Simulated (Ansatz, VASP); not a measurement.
## Cu in VASP and in Ansatz

```
Cu
1.0
    -1.44901    1.44901    1.36957
     1.44901   -1.44901    1.36957
     1.44901    1.44901   -1.36957
Cu
1
Direct
  0.00000 0.00000 0.00000
```

Alike in both runs: functional r2SCAN; k mesh 20 × 20 × 20; occupations gaussian, width 0.1 eV; no spin polarisation.

Ansatz relaxed the structure, and its values are those at the end. VASP's run is a single point on that final structure, the one shown.

|  | VASP | Ansatz |
| --- | --- | --- |
| version | VASP 6.6.1 | Ansatz 0.2.0 |
| potentials or method | VASP PAW PBE potentials, release 64 (Cu), cutoff 520 eV | scalar-relativistic, plane waves, PAW |
| valence electrons in the cell | 11 | 19 |

|  | VASP | Ansatz | Ansatz less VASP |
| --- | --- | --- | --- |
| gap on the k mesh at the Fermi level (eV) | none | none | - |
| pressure (GPa) | 0.3 | 0.0 | -0.33 |

VASP's potentials were made for PBE, not for r2SCAN. A gap of «none» marks a metal or a gap that the smearing closes. With one functional, cell and mesh, what is left measures potentials, basis and numerics. VASP's potentials hold 11 valence electrons a cell and Ansatz's 19, so a difference there can come from the potentials and not from the codes.
